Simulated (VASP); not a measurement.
Write the native input for VASP 6.6.1 that does the following.

| Quantity | Value |
| --- | --- |
| Task | single point |
| Functional | PBE |
| Potentials or basis | VASP PAW PBE potentials, release 64 (Al, Cl, F) |
| Cutoff | 520 eV |
| k mesh | 18 × 18 × 6 |
| Occupations | gaussian, width 0.1 eV |
| Spin | no spin polarisation |
| Dipole correction | no |
| Further INCAR settings | ALGO = Normal; EDIFF = 1e-07; NBANDS = 20 |

The structure of AlClF2 lies in POSCAR:

```
AlClF2
1.0
    3.0625004110      0.0000000000      0.0000000000
   -1.5312502055      2.6522031550      0.0000000000
    0.0000000000      0.0000000000     10.9949460698
Al Cl F
1 1 2
Direct
    0.0000000000      0.0000000000      0.5000000000
    0.0000000000      0.0000000000      0.0000000000
    0.0000000000      0.0000000000      0.3502264588
    0.0000000000      0.0000000000      0.6497735412
```

The cell was generated, and may not be a known phase.

The input as run:

INCAR

```
PREC = Accurate
ENCUT = 520
EDIFF = 1E-7
ISMEAR = 0
SIGMA = 0.1
LREAL = F
LASPH = T
NELM = 100
ALGO = Normal
ISIF = 2
LWAVE = F
LCHARG = F
GGA = PE
NBANDS = 20
```

KPOINTS

```
Automatic mesh
0
Gamma
  18 18 6
```

Potentials or basis: VASP PAW PBE potentials, release 64 (Al, Cl, F).

Run with:

```bash
$ cat potpaw_PBE.64/Al/POTCAR potpaw_PBE.64/Cl/POTCAR potpaw_PBE.64/F/POTCAR > POTCAR
$ mpirun -np 1 vasp_std > vasp.out
```

Results of the run:

The pressure is 0.2 GPa, the largest force is 0.193 eV/Å and the band gap on the k mesh is zero (bands 12 and 13 overlap by 1.28 eV).

Caveat: this functional lacks dispersion, which binds layers or chains, so the pressure and a relaxed spacing across them are unreliable.

It took 5.7 min on 1 thread of Intel Xeon 8259CL, with other jobs on the host, peak memory 0.37 GiB.
